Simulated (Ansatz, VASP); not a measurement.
Two plane-wave programs on Ti

INCAR

```
SYSTEM = Ti
ALGO = Fast
EDIFF = 1E-7
ENCUT = 520
GGA = CA
ISIF = 2
ISMEAR = 0
LASPH = .True.
LCHARG = .False.
LREAL = .False.
LWAVE = .False.
NBANDS = 12
NELM = 80
PREC = Accurate
SIGMA = 0.15
```

The input KPOINTS:

```
k-points
0
Gamma
  20 20 20
  0 0 0
```

Contents of POSCAR:

```
Ti
1.0
    0.0000000000      2.1055620664      2.0005340298
    1.9655246843      0.0000000000      2.0005340298
    1.9655246843      2.1055620664      0.0000000000
Ti
1
Direct
    0.0000000000      0.0000000000      0.0000000000
```

Input for Ansatz:

```yaml
crystal:
  lattice:
    - [0.0, 2.1055620664, 2.0005340298]
    - [1.9655246843, 0.0, 2.0005340298]
    - [1.9655246843, 2.1055620664, 0.0]
  atoms:
    - { symbol: Ti, position: [0.0, 0.0, 0.0] }
basis:
  ecutwfc: 520.0
kpoints:
  mp_grid: { grid: [20, 20, 20] }
hamiltonian:
  xc: lda
  pseudopotentials: { kind: paw, azcp: { folder: soft_1 } }
scf:
  occupations: { method: gaussian, width: 0.15 }
output:
  forces: true
  stress: true
  eigenvalues: true
```

Change from the starting cell: normal strain along x -0.0175, normal strain along y +0.0525.

Alike in both runs: task single point; functional LDA; k mesh 20 × 20 × 20; occupations gaussian, width 0.15 eV; no spin polarisation.

|  | VASP | Ansatz |
| --- | --- | --- |
| version | VASP 6.6.1 | Ansatz 0.2.0 |
| potentials or method | VASP PAW LDA potentials, release 64 (Ti_sv), cutoff 520 eV | scalar-relativistic, plane waves, PAW |
| valence electrons in the cell | 12 | 12 |

|  | VASP | Ansatz | Ansatz less VASP |
| --- | --- | --- | --- |
| gap on the k mesh at the Fermi level (eV) | none | none | - |
| pressure (GPa) | -3.9 | -3.8 | +0.12 |
| traceless stress, the component that is largest in VASP (GPa) | -1.18 | -1.17 | +0.011 |

Ansatz warns that its potentials were made for another functional, while VASP's fit it. LDA's correlation is that of Perdew and Zunger in VASP and of Perdew and Wang (1992) in Ansatz. A gap of «none» marks a metal or a gap that the smearing closes.
